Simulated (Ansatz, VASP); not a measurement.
AgO: VASP beside Ansatz

```
Ag O
1.0
     0.00000    2.46820    2.28760
     2.46820    0.00000    2.28760
     2.46820    2.46820    0.00000
Ag O
1 1
Direct
  0.00000 0.00000 0.00000
  0.75000 0.75000 0.75000
```

Change from the starting cell: strain +0.025 along x and y, -0.050 along z, atoms carried along.

Alike in both runs: task single point; functional PBEsol; k mesh 18 × 18 × 18; occupations gaussian, width 0.15 eV; no spin polarisation.

|  | VASP | Ansatz |
| --- | --- | --- |
| version | VASP 6.6.1 | Ansatz 0.2.0 |
| potentials or method | VASP PAW PBE potentials, release 64 (Ag, O), cutoff 520 eV | scalar-relativistic, plane waves, PAW |
| valence electrons in the cell | 17 | 25 |

|  | VASP | Ansatz | Ansatz less VASP |
| --- | --- | --- | --- |
| gap on the k mesh at the Fermi level (eV) | none | none | - |
| pressure (GPa) | 10.6 | 10.8 | +0.23 |
| traceless stress, the component that is largest in VASP (GPa) | -1.48 | -1.48 | -0.005 |

VASP's potentials were made for PBE, not for PBEsol. A gap of «none» marks a metal or a gap that the smearing closes. The functional is the same, so the differences come from potentials, cutoffs and numerics. VASP's potentials hold 17 valence electrons a cell and Ansatz's 25, so a difference there can come from the potentials and not from the codes.
